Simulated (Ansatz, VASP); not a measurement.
## Two plane-wave programs on PRu3

Contents of INCAR:

```
SYSTEM = PRu3
ALGO = Normal ; EDIFF = 1E-6
ENCUT = 520 ; GGA = PE
ISIF = 2 ; ISMEAR = 0
LASPH = .TRUE. ; LCHARG = .TRUE.
LELF = .TRUE. ; LREAL = .FALSE.
LVHAR = .TRUE. ; LWAVE = .FALSE.
NBANDS = 57 ; NELM = 80
PREC = Accurate ; SIGMA = 0.1
```

The input KPOINTS:

```
k-points
0
G
  6 6 4
  0 0 0
```

File POSCAR:

```
PRu3
1.0
    5.4717738907      0.0000000000      0.0000000000
   -2.7358869454      4.7386951931      0.0000000000
    0.0000000000      0.0000000000      4.3919428000
P Ru
2 6
Direct
    0.3333333333      0.6666666667      0.2500000000
    0.6666666667      0.3333333333      0.7500000000
    0.8330000000      0.6660000000      0.2500000000
    0.1670000000      0.8330000000      0.7500000000
    0.3340000000      0.1670000000      0.2500000000
    0.1670000000      0.3340000000      0.7500000000
    0.8330000000      0.1670000000      0.2500000000
    0.6660000000      0.8330000000      0.7500000000
```

Input for Ansatz:

```yaml
crystal:
  lattice:
    - [5.4717738907, 0.0, 0.0]
    - [-2.7358869454, 4.7386951931, 0.0]
    - [0.0, 0.0, 4.3919428]
  atoms:
    - { symbol: P, position: [0.3333333333, 0.6666666667, 0.25] }
    - { symbol: P, position: [0.6666666667, 0.3333333333, 0.75] }
    - { symbol: Ru, position: [0.833, 0.666, 0.25] }
    - { symbol: Ru, position: [0.167, 0.833, 0.75] }
    - { symbol: Ru, position: [0.334, 0.167, 0.25] }
    - { symbol: Ru, position: [0.167, 0.334, 0.75] }
    - { symbol: Ru, position: [0.833, 0.167, 0.25] }
    - { symbol: Ru, position: [0.666, 0.833, 0.75] }
basis:
  ecutwfc: 420
kpoints:
  mp_grid: { grid: [6, 6, 4] }
hamiltonian:
  xc: pbe
scf:
  occupations: { method: gaussian, width: 0.1 }
  lower_state_search: "off"
output:
  forces: true
  stress: true
  eigenvalues: true
```

Alike in both runs: task single point; functional PBE; k mesh 6 × 6 × 4; occupations gaussian, width 0.1 eV; no spin polarisation.

|  | VASP | Ansatz |
| --- | --- | --- |
| version | VASP 6.6.1 | Ansatz 0.2.0 |
| potentials or method | VASP PAW PBE potentials, release 64 (P, Ru_pv), cutoff 520 eV | scalar-relativistic, plane waves, PAW |
| valence electrons in the cell | 94 | 106 |

```csv
,VASP,Ansatz,Ansatz less VASP
gap on the k mesh at the Fermi level (eV),none,none,-
pressure (GPa),-14.2,-14.1,+0.06
"traceless stress, the component that is largest in VASP (GPa)",-6.80,-6.80,-0.007
rms of the force components (eV/Å),0.220,0.221,+0.0014
```

Atom by atom the forces differ by 0.001 eV/Å (rms over components). A gap of «none» marks a metal or a gap that the smearing closes. The functional is the same, so the differences come from potentials, cutoffs and numerics. VASP's potentials hold 94 valence electrons a cell and Ansatz's 106, so a difference there can come from the potentials and not from the codes.
